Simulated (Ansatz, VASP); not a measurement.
GaSb, level by level in two programs

```
CELL_PARAMETERS angstrom
0.00000 3.03847 3.03847
3.03847 0.00000 3.03847
3.03847 3.03847 0.00000
ATOMIC_POSITIONS crystal
Sb 0.75000 0.75000 0.75000
Ga 0.00000 0.00000 0.00000
```

Single points on this cell with VASP 6.6.1 and Ansatz 0.2.0. Each row is one pair of runs. Alike in all rows: spin: non-collinear, zero start, SOC; k mesh: 8 × 8 × 8; smearing: fermi-dirac, width 0.05 eV; VASP's potentials, cutoff: VASP PAW PBE potentials, release 64 (Sb, Ga_d), 520 eV.

| level | Ansatz's potentials, cutoff | pressure (GPa), VASP | pressure (GPa), Ansatz |
| --- | --- | --- | --- |
| PBE | Ansatz PAW, 420 eV | 3.6 | 3.5 |
| r2SCAN | Ansatz PAW, 500 eV | 1.7 | 1.5 |
| PBEsol | Ansatz PAW, 420 eV | 1.1 | ? |

Problem. Fill in what Ansatz gave in row 3.

Solution. Pressure (GPa): 1.0.

VASP's potentials hold 18 valence electrons a cell and Ansatz's 28, so a difference there can come from the potentials and not from the codes.
